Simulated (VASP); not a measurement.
Input of a VASP 6.6.1 run:

Contents of INCAR:

```
PREC = Accurate
ENCUT = 520
EDIFF = 1E-7
ISMEAR = -1
SIGMA = 0.1
LREAL = F
LASPH = T
NELM = 60
ALGO = Normal
ISIF = 2
LWAVE = F
LCHARG = F
GGA = PS
NBANDS = 18
```

KPOINTS

```
regular mesh
0
Gamma
  9 9 9
```

File POSCAR:

```
La
1.0
    0.0000000000      3.1938970720      3.1938970720
    3.1938970720      0.0000000000      3.1938970720
    3.1938970720      3.1938970720      0.0000000000
La
2
Direct
    0.1250000000      0.1250000000      0.1250000000
    0.8750000000      0.8750000000      0.8750000000
```

Potentials or basis: VASP PAW PBE potentials, release 64 (La).

The run is started by

```bash
$ cat potpaw_PBE.64/La/POTCAR > POTCAR
$ mpirun -np 1 vasp_std > vasp.out
```

Estimate the pressure.

5.6 GPa.

What does it give for the band gap on the k mesh?

Zero (band 11 reaches 8.55 eV, above the bottom of band 12 at 8.46 eV).

Caveat: the PAW data sets were made with another functional, which shifts forces and pressure a little; spin-orbit coupling is left out, which moves the levels of the heavy elements.
